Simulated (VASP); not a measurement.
Wanted: the native input for a VASP 6.6.1 run.

- Task: single point
- Functional: PBE
- Potentials or basis: VASP PAW PBE potentials, release 64 (Zr_sv, C)
- Cutoff: 520 eV
- k mesh: 6 × 6 × 6
- Occupations: gaussian, width 0.1 eV
- Spin: collinear spin
- Starting moments: [1.0, 0.0, 0.0] μB
- Dipole correction: no
- Further INCAR settings: ALGO = Normal; EDIFF = 1e-06; NBANDS = 21

The structure of ZrC2 lies in POSCAR:

```
ZrC2
1.0
    3.2308088825      0.0000000000      0.0000000000
   -1.6154044412      2.7979625670      0.0000000000
    0.0000000000      0.0000000000      3.2679875629
Zr C
1 2
Direct
    0.0000000000      0.0000000000      0.0000000000
    0.3333333333      0.6666666667      0.5000000000
    0.6666666667      0.3333333333      0.5000000000
```

This cell differs from its parent crystal: atoms taken out.

These files were run (other wordings do the same):

INCAR

```
PREC = Accurate
ENCUT = 520
EDIFF = 1E-6
ISMEAR = 0
SIGMA = 0.1
LREAL = False
LASPH = True
NELM = 150
ALGO = Normal
ISIF = 2
LWAVE = False
LCHARG = False
ISPIN = 2
MAGMOM = 1 0 0
LORBIT = 11
LMAXMIX = 4
GGA = PE
NBANDS = 21
```

KPOINTS

```
regular mesh
0
Gamma
  6 6 6
```

Potentials or basis: VASP PAW PBE potentials, release 64 (Zr_sv, C).

Run with:

```console
$ cat potpaw_PBE.64/Zr_sv/POTCAR potpaw_PBE.64/C/POTCAR > POTCAR
$ mpirun -np 1 vasp_std > vasp.out
```

Results of the run:

```
Pressure                                              : 0.3 GPa
Band gap on the k mesh                                : zero (filled and empty bands overlap)
Net moment                                            : 0.00 μB per cell
Valence electrons inside the program's atomic spheres : Zr 9.90; C 2.27
```

Caveat: the k points lie up to 0.37 Å⁻¹ apart, too coarse for converged energies and pressures of a metal; the cell differs from its parent crystal (atoms taken out).

Wall time 12 s on 1 thread of AMD EPYC 9R45 96-Core Processor (Zen 5) (shared host), peak memory 0.13 GiB.
